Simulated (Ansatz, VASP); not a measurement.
One calculation of MgO, two programs

```
Mg O
1.0
     0.00000    2.11199    2.11199
     2.11199    0.00000    2.11199
     2.11199    2.11199    0.00000
Mg O
1 1
Cartesian
  0.0000 0.0000 0.0000
  2.1120 2.1120 2.1120
```

Alike in both runs: task single point; functional LDA; k mesh 6 × 6 × 6; no spin polarisation.

```csv
,VASP,Ansatz
version,VASP 6.6.1,Ansatz 0.2 development build
potentials or method,"VASP PAW LDA potentials, release 64 (Mg, O), cutoff 520 eV","all-electron full-potential LAPW, scalar-relativistic"
occupations,"gaussian, width 0.01 eV",fixed
```

```tsv
	VASP	Ansatz	Ansatz less VASP
gap on the k mesh at the Fermi level (eV)	4.57	4.58	+0.002
pressure (GPa)	-8.9	-7.1	+1.90
```

LDA's correlation is that of Perdew and Zunger in VASP and of Perdew and Wang (1992) in Ansatz. Ansatz ran all-electron here, and VASP with PAW potentials.

The k mesh is coarse, so the values compare programs but aren't converged.
